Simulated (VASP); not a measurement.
# MgSi (P4mm) in VASP: notebook

MgSi is run at these levels: r2SCAN; tasks: single point.

Everything below comes from runs of VASP 6.6.1. Logs are shortened: lines on timing, memory, paths and dates and some standing lists are left out, and cuts for length are marked.

## 1. The cell of the first run

The structure is tetragonal, space group P4mm (No. 99). The conventional cell has a = 2.908 Å, b = 2.908 Å, c = 4.103 Å, α = 90.00°, β = 90.00°, γ = 90.00°. Within 3.8 Å of Mg (site symmetry 4mm) lie 8 Si at 2.85 to 2.96 Å and 4 Mg at 2.91 Å. Si (site symmetry 4mm) has 8 Mg at 2.85 to 2.96 Å and 4 Si at 2.91 Å within 3.8 Å.

## 2. Single point, r2SCAN (all Si atoms moved +0.075 Å, as atom 2 along Cartesian [0 0 1])

File POSCAR:

```
MgSi
1.0
    2.9083940000      0.0000000000      0.0000000000
    0.0000000000      2.9083940000      0.0000000000
    0.0000000000      0.0000000000      4.1034270000
Mg Si
1 1
Direct
    0.0000000000      0.0000000000      0.0000000000
    0.5000000000      0.5000000000      0.5182774057
```

File INCAR.step1:

```
SYSTEM = MgSi
ALGO     = Normal         ! electronic algorithm
EDIFF    = 1E-4           ! SCF threshold, eV
ENCUT    = 520            ! plane-wave cutoff, eV
GGA      = PE             ! functional
ISMEAR   = 0              ! smearing method
LASPH    = .True.         ! aspherical terms in the spheres
LCHARG   = .False.        ! write CHGCAR
LREAL    = .False.        ! projectors in reciprocal space
LWAVE    = .True.         ! write WAVECAR
NBANDS   = 10             ! bands
NELM     = 80             ! most SCF steps
PREC     = Accurate       ! precision mode
SIGMA    = 0.15           ! smearing width, eV
```

File INCAR.step2:

```
SYSTEM = MgSi
ALGO     = Normal         ! electronic algorithm
EDIFF    = 1E-7           ! SCF threshold, eV
ENCUT    = 520            ! plane-wave cutoff, eV
ISIF     = 2              ! what is computed and relaxed
ISMEAR   = 0              ! smearing method
ISTART   = 1            
LASPH    = .True.         ! aspherical terms in the spheres
LCHARG   = .False.        ! write CHGCAR
LMIXTAU  = .True.       
LREAL    = .False.        ! projectors in reciprocal space
LWAVE    = .False.        ! write WAVECAR
METAGGA  = R2SCAN         ! meta-GGA
NBANDS   = 10             ! bands
NELM     = 80             ! most SCF steps
PREC     = Accurate       ! precision mode
SIGMA    = 0.15           ! smearing width, eV
```

File KPOINTS:

```
k-points
0
Gamma
  16 16 12
  0 0 0
```

Potentials or basis: VASP PAW PBE potentials, release 64 (Mg, Si).

The run is started by

```bash
$ cat potpaw_PBE.64/Mg/POTCAR potpaw_PBE.64/Si/POTCAR > POTCAR
$ cp INCAR.step1 INCAR
$ mpirun -np 1 vasp_std > vasp.out
$ cp INCAR.step2 INCAR
$ mpirun -np 1 vasp_std > vasp.out
```

OUTCAR:

```text
SYSTEM = MgSi
   EDIFF = 1E-7
   ENCUT = 520
   ISIF = 2
   ISMEAR = 0
   ISTART = 1
   LASPH = .True.
   LREAL = .False.
   METAGGA = R2SCAN
   NELM = 80
   PREC = Accurate

 ion  position               nearest neighbor table
   1  0.000  0.000  0.000-   2 2.85   2 2.85   2 2.85   2 2.85   2 2.96   2 2.96   2 2.96   2 2.96

   2  0.500  0.500  0.518-   1 2.85   1 2.85   1 2.85   1 2.85   1 2.96   1 2.96   1 2.96   1 2.96

  LATTYP: Found a simple tetragonal cell.
 ALAT       =     2.9083940000
 C/A-ratio  =     1.4108910278

  Lattice vectors:

 A1 = (   2.9083940000,   0.0000000000,   0.0000000000)
 A2 = (   0.0000000000,   2.9083940000,   0.0000000000)
 A3 = (   0.0000000000,   0.0000000000,   4.1034270000)

Analysis of symmetry for initial positions (statically):
=====================================================================
 Subroutine PRICEL returns:
 Original cell was already a primitive cell.

 Routine SETGRP: Setting up the symmetry group for a
 simple tetragonal supercell.

 Subroutine GETGRP returns: Found  8 space group operations
 (whereof  8 operations were pure point group operations)
 out of a pool of 16 trial point group operations.

The static configuration has the point symmetry C_4v.

Analysis of symmetry for dynamics (positions and initial velocities):
=====================================================================
 Subroutine PRICEL returns:
 Original cell was already a primitive cell.

 Routine SETGRP: Setting up the symmetry group for a
 simple tetragonal supercell.

 Subroutine GETGRP returns: Found  8 space group operations
 (whereof  8 operations were pure point group operations)
 out of a pool of 16 trial point group operations.

The dynamic configuration has the point symmetry C_4v.

 Subroutine INISYM returns: Found  8 space group operations
 (whereof  8 operations are pure point group operations),
 and found     1 'primitive' translations

----------------------------------------------------------------------------------------

                                     Primitive cell

  volume of cell :      34.7099

  direct lattice vectors                    reciprocal lattice vectors
     2.908394000  0.000000000  0.000000000     0.343832369  0.000000000  0.000000000
     0.000000000  2.908394000  0.000000000     0.000000000  0.343832369  0.000000000
     0.000000000  0.000000000  4.103427000     0.000000000  0.000000000  0.243698743

  length of vectors
     2.908394000  2.908394000  4.103427000     0.343832369  0.343832369  0.243698743

  position of ions in fractional coordinates (direct lattice)
     0.000000000  0.000000000  0.000000000
     0.500000000  0.500000000  0.518277406

  ion indices of the primitive-cell ions
   primitive index   ion index
                 1           1
                 2           2

----------------------------------------------------------------------------------------

 KPOINTS: k-points

Automatic generation of k-mesh.
 Grid dimensions read from file:
 generate k-points for:   16   16   12

 Generating k-lattice:

  Cartesian coordinates                     Fractional coordinates (reciprocal lattice)
     0.021489523  0.000000000  0.000000000     0.062500000  0.000000000  0.000000000
     0.000000000  0.021489523  0.000000000     0.000000000  0.062500000  0.000000000
     0.000000000  0.000000000  0.020308229     0.000000000  0.000000000  0.083333333

  Length of vectors
     0.021489523  0.021489523  0.020308229

  Shift w.r.t. Gamma in fractional coordinates (k-lattice)
     0.000000000  0.000000000  0.000000000

 Subroutine IBZKPT returns following result:
 ===========================================

 Found    315 irreducible k-points:

 Following reciprocal coordinates:
            Coordinates               Weight
  0.000000  0.000000  0.000000      1.000000
  0.062500  0.000000  0.000000      4.000000
  0.125000  0.000000  0.000000      4.000000
  0.187500  0.000000  0.000000      4.000000
  0.250000  0.000000  0.000000      4.000000
  0.312500  0.000000  0.000000      4.000000
[... 16 lines left out ...]
  0.437500  0.125000  0.000000      8.000000
  0.500000  0.125000  0.000000      4.000000
 [... further k-points ...]
   k-points           NKPTS =    315   k-points in BZ     NKDIM =    315   number of bands    NBANDS=     10
   number of dos      NEDOS =    301   number of ions     NIONS =      2
   total plane-waves  NPLWV =  18432
   dimension x,y,z NGX =    24 NGY =   24 NGZ =   32
   dimension x,y,z NGXF=    48 NGYF=   48 NGZF=   64
   ions per type =               1   1
   NGX,Y,Z   is equivalent  to a cutoff of  13.72, 13.72, 12.96 a.u.
   NGXF,Y,Z  is equivalent  to a cutoff of  27.44, 27.44, 25.93 a.u.
 SYSTEM =  MgSi
   PREC   = accura    normal or accurate (medium, high low for compatibility)
   ISTART =      1    job   : 0-new  1-cont  2-samecut
   ICHARG =      0    charge: 1-file 2-atom 10-const
   ISPIN  =      1    spin polarized calculation?
   LNONCOLLINEAR =      F non collinear calculations
   LSORBIT =      F    spin-orbit coupling
   LASPH  =      T    aspherical Exc in radial PAW
   ENCUT  =  520.0 eV  38.22 Ry    6.18 a.u.   5.41  5.41  7.63*2*pi/ulx,y,z
   NELM   =     80;   NELMIN=  2; NELMDL=  0     # of ELM steps
   EDIFF  = 0.1E-06   stopping-criterion for ELM
   LREAL  =      F    real-space projection
   EDIFFG = 0.1E-05   stopping-criterion for IOM
   NSW    =      0    number of steps for IOM
   IBRION =     -1    ionic relax: 0-MD 1-quasi-New 2-CG
   NFREE  =      0    steps in history (QN), initial steepest desc. (CG)
   ISIF   =      2    stress and relaxation
   ISYM   =      2    0-nonsym 1-usesym 2-fastsym
   POTIM  = 0.5000    time-step for ionic-motion
   TEBEG  =    0.0;   TEEND  =   0.0 temperature during run
   PSTRESS=    0.0 pullay stress
   NELECT =       6.0000    total number of electrons
   NUPDOWN=      -1.0000    fix difference up-down
   EMIN   =  10.00;   EMAX   =-10.00  energy-range for DOS
   EFERMI =   0.00;   METHOD = LEGACY
   ISMEAR =     0;   SIGMA  =   0.15  broadening in eV -4-tet -1-fermi 0-gaus
   EFERMI_NEDOS =   21; number of points for ismear=-14 and -15
   IALGO  =     38    algorithm
   IMIX   =      4    mixing-type and parameters
     AMIX     =   0.40;   BMIX     =  1.00
     AMIX_MAG =   1.60;   BMIX_MAG =  1.00
  volume/ion in A,a.u.               =      17.35       117.12
  Fermi-wavevector in a.u.,A,eV,Ry     =   0.911957  1.723348 11.315488  0.831665
  Thomas-Fermi vector in A             =   2.036296
   LORBIT       =      0    0 simple, 1 ext, 2 COOP (PROOUT), +10 PAW based schemes
   METAGGA = R2SCAN    functional components
   LHFCALC =     F    Hartree Fock is set to
   AEXX    =    0.0000 exact exchange contribution
   IVDW    =     0    specifies the selected vdW correction
   LEPSILON=     F    determine dielectric tensor
   LRPA    =     F    only Hartree local field effects (RPA)
 non-spin polarized calculation
 Gauss-broadening in eV      SIGMA  =   0.15
  energy-cutoff  :      520.00
  volume of cell :       34.71
 maximum number of plane-waves:       952
 NGX is ok and might be reduce to    24
   NGX = 11   NGY = 11   NGZ = 15

 number of electron       6.0000000 magnetization

 Free energy of the ion-electron system (eV)
  ---------------------------------------------------
  ext. energy  EPLUGINS =         0.00000000
  ---------------------------------------------------
  free energy    TOTEN  =       -12.60633539 eV

  energy without entropy =      -12.59726820  energy(sigma->0) =      -12.60180179

 E-fermi :   6.2261     XC(G=0): -10.4837

 val. band max:        6.2155359874   @ k =   0.4375   0.2500   0.0833
 cond. band min:       6.2296422582   @ k =   0.3125   0.2500   0.0000
 fundamental gap:      0.0141062708
 Fermi energy:         6.2260705202

 k-point     1 :       0.0000    0.0000    0.0000
  band No.  band energies     occupation
      1      -5.7556      2.00000
      2       3.1207      2.00000
      3       5.2857      2.00000
      4      10.8255      0.00000
      5      10.8255      0.00000
      6      11.8561      0.00000
      7      15.4154      0.00000
      8      19.4360      0.00000
      9      19.4360      0.00000
     10      19.9374      0.00000

 k-point     2 :       0.0625    0.0000    0.0000
  band No.  band energies     occupation
      1      -5.6857      2.00000
      2       3.1826      2.00000
      3       5.3550      2.00000
      4       9.5718      0.00000
      5      10.8812      0.00000
      6      12.7435      0.00000
      7      15.9179      0.00000
      8      18.3127      0.00000
      9      19.2930      0.00000
     10      19.5024      0.00000

 k-point     3 :       0.1250    0.0000    0.0000
  band No.  band energies     occupation
      1      -5.4766      2.00000
      2       3.3674      2.00000
      3       5.5589      2.00000
      4       7.8518      0.00000
      5      11.0470      0.00000
      6      13.4888      0.00000
      7      16.5836      0.00000
      8      17.0310      0.00000
      9      18.4167      0.00000
     10      19.7004      0.00000

 k-point     4 :       0.1875    0.0000    0.0000
  band No.  band energies     occupation
      1      -5.1304      2.00000
      2       3.6722      2.00000
      3       5.7984      1.99994
      4       6.2517      0.80923
      5      11.3184      0.00000
      6      14.0193      0.00000
      7      14.8982      0.00000
      8      16.3532      0.00000
      9      19.6787      0.00000
     10      20.0270      0.00000

 k-point     5 :       0.2500    0.0000    0.0000
  band No.  band energies     occupation
      1      -4.6512      2.00000
      2       4.0893      2.00000
      3       4.4771      2.00000
      4       6.4326      0.05154
      5      11.6855      0.00000
      6      13.3004      0.00000
      7      14.4816      0.00000
      8      15.1217      0.00000
      9      20.4729      0.00000
     10      20.7491      0.00000

 k-point     6 :       0.3125    0.0000    0.0000
  band No.  band energies     occupation
      1      -4.0482      2.00000
      2       2.9801      2.00000
      3       4.6078      2.00000
      4       7.0282      0.00000
      5      11.8628      0.00000
      6      12.1276      0.00000
      7      13.6195      0.00000
      8      15.2721      0.00000
      9      19.5291      0.00000
     10      21.0309      0.00000
[... 183 lines left out ...]
 k-point    21 :       0.3125    0.1250    0.0000
  band No.  band energies     occupation
      1      -3.7721      2.00000
      2       3.2265      2.00000
      3       4.8583      2.00000
      4       7.2816      0.00000
      5       9.5422      0.00000
      6      12.1105      0.00000
      7      13.7981      0.00000
      8      16.5854      0.00000
      9      18.1145      0.00000
     10      18.2292      0.00000

 k-point    22 :       0.3750    0.1250    0.0000
  band No.  band energies     occupation
      1      -3.0688      2.00000
      2       1.8837      2.00000
      3       5.4390      2.00000
      4       7.9822      0.00000
      5      10.0946      0.00000
      6      10.8668      0.00000
      7      12.6004      0.00000
      8      15.4738      0.00000
      9      18.6896      0.00000
     10      18.7138      0.00000

 k-point    23 :       0.4375    0.1250    0.0000
  band No.  band energies     occupation
      1      -2.3420      2.00000
      2       0.7696      2.00000
      3       5.9818      1.97874
      4       8.7148      0.00000
      5       9.9191      0.00000
      6      10.6104      0.00000
      7      11.5539      0.00000
      8      14.6078      0.00000
      9      19.1432      0.00000
     10      19.2645      0.00000

 k-point    24 :       0.5000    0.1250    0.0000
  band No.  band energies     occupation
      1      -1.9360      2.00000
      2       0.2339      2.00000
      3       6.2355      0.92931
      4       9.1405      0.00000
      5       9.5297      0.00000
      6      10.8478      0.00000
      7      11.0197      0.00000
      8      14.2544      0.00000
      9      19.3385      0.00000
     10      19.5305      0.00000

 [... further k-points ...]
[... 5 lines left out ...]
  --------------------------------------------------------------------------------------
  -------------------------------------------------------------------------------------
  Total       -0.0624152     -0.0624152     -0.7707716      0.0000000     -0.0000000      0.0000000
  in kB       -2.8810303     -2.8810303    -35.5781283      0.0000000     -0.0000000      0.0000000
  external PRESSURE =     -13.7800630 kB  Pullay stress =       0.0000000 kB

 VOLUME and BASIS-vectors are now :
 -----------------------------------------------------------------------------
  energy-cutoff  :      520.00
  volume of cell :       34.71
      direct lattice vectors                 reciprocal lattice vectors
     2.908394000  0.000000000  0.000000000     0.343832369  0.000000000  0.000000000
     0.000000000  2.908394000  0.000000000     0.000000000  0.343832369  0.000000000
     0.000000000  0.000000000  4.103427000     0.000000000  0.000000000  0.243698743

 POSITION                                       TOTAL-FORCE (eV/Angst)
 -----------------------------------------------------------------------------------
      0.00000      0.00000      0.00000         0.000000     -0.000000      0.283924
      1.45420      1.45420      2.12671         0.000000      0.000000     -0.283924
 -----------------------------------------------------------------------------------
    total drift:                               -0.000000     -0.000000     -0.000109

  FREE ENERGIE OF THE ION-ELECTRON SYSTEM (eV)
  ---------------------------------------------------
  free  energy   TOTEN  =       -12.6063353864 eV

  energy  without entropy=      -12.5972682030  energy(sigma->0) =      -12.60180179
```

It took 2.8 min on 1 thread of Intel Xeon 6975P-C, shared host; peak memory 0.25 GiB.

What came out:

```
Free energy            : -12.6063 eV
Pressure               : -1.4 GPa
Largest force          : 0.284 eV/Å
Band gap on the k mesh : zero (band 3 reaches 11.33 eV, above the bottom of band 4 at 4.67 eV)
```

Forces in eV/Å, atoms in the order of the input:
```
Mg   0.000  0.000  0.284
Si   0.000  0.000 -0.284
```

Caveat: the cell differs from its parent crystal (all Si atoms moved +0.075 Å, as atom 2 along Cartesian [0 0 1]); the PAW data sets were made with another functional, which shifts forces and pressure a little.

(Part 1 of 2 ends here.)
